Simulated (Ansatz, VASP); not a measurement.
One calculation of SiC, two programs

```xyz
2
Lattice="0.0000 2.1800 2.1800 2.1800 0.0000 2.1800 2.1800 2.1800 0.0000" Properties=species:S:1:pos:R:3 pbc="T T T"
Si    0.0000    0.0000    0.0000
C     1.0900    1.0900    1.0900
```

Alike in both runs: task single point; functional PBE0; k mesh 6 × 6 × 6; no spin polarisation.

|  | VASP | Ansatz |
| --- | --- | --- |
| version | VASP 6.6.1 | Ansatz 0.2.0 |
| potentials or method | VASP PAW PBE potentials, release 64 (Si, C) | scalar-relativistic, plane waves, PAW |
| plane-wave cutoff (eV) | 520 | 420 |
| occupations | gaussian, width 0.01 eV | fixed |
| valence electrons in the cell | 8 | 8 |

```csv
,VASP,Ansatz,Ansatz less VASP
gap on the k mesh at the Fermi level (eV),2.98,2.95,-0.028
least direct gap on the mesh (eV),6.49,6.46,-0.034
```
